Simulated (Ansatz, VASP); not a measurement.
Two plane-wave programs on WC

The input POSCAR:

```
WC
1.0
    0.0000000000      2.1479227872      2.1479227872
    2.1479227872      0.0000000000      2.1479227872
    2.1479227872      2.1479227872      0.0000000000
W C
1 1
Direct
    0.0000000000      0.0000000000      0.0000000000
    0.5000000000      0.5000000000      0.5000000000
```

The input INCAR.step1:

```
SYSTEM = WC
ALGO = Normal
EDIFF = 1E-4
ENCUT = 520
GGA = PE
ISMEAR = -1
LASPH = .True.
LCHARG = .False.
LREAL = .False.
LWAVE = .True.
NBANDS = 16
NELM = 60
PREC = Accurate
SIGMA = 0.1
```

INCAR.step2

```
SYSTEM = WC
ALGO = Normal
EDIFF = 1E-6
ENCUT = 520
ISIF = 2
ISMEAR = -1
ISTART = 1
LASPH = .True.
LCHARG = .False.
LMIXTAU = .True.
LREAL = .False.
LWAVE = .False.
METAGGA = R2SCAN
NBANDS = 16
NELM = 60
PREC = Accurate
SIGMA = 0.1
```

The input KPOINTS:

```
k-points
0
Gamma
  11 11 11
  0 0 0
```

Input for Ansatz:

```yaml
crystal:
  lattice:
    - [0.0, 2.147922787202872, 2.147922787202872]
    - [2.147922787202872, 0.0, 2.147922787202872]
    - [2.147922787202872, 2.147922787202872, 0.0]
  atoms:
    - { symbol: W, position: [0.0, 0.0, 0.0] }
    - { symbol: C, position: [0.5, 0.5, 0.5] }
basis:
  ecutwfc: 517.016338673772
kpoints:
  mp_grid:
    grid: [11, 11, 11]
hamiltonian:
  xc: r2scan
scf:
  occupations:
    method: fermi_dirac
    width: 0.1
output:
  stress: true
```

Alike in both runs: task single point; functional r2SCAN; k mesh 11 × 11 × 11; occupations fermi-dirac, width 0.1 eV; no spin polarisation.

```csv
,VASP,Ansatz
version,VASP 6.6.1,Ansatz 0.2.0
potentials or method,"VASP PAW PBE potentials, release 64 (W_sv, C), cutoff 520 eV","plane waves, PAW"
valence electrons in the cell,18,18
```

VASP gave:

```
pressure (GPa) : 22.5
```

Problem. Estimate Ansatz's values.

Solution. Pressure (GPa): 20.5.

VASP's potentials were made for PBE, not for r2SCAN.

Spin-orbit coupling is off throughout.
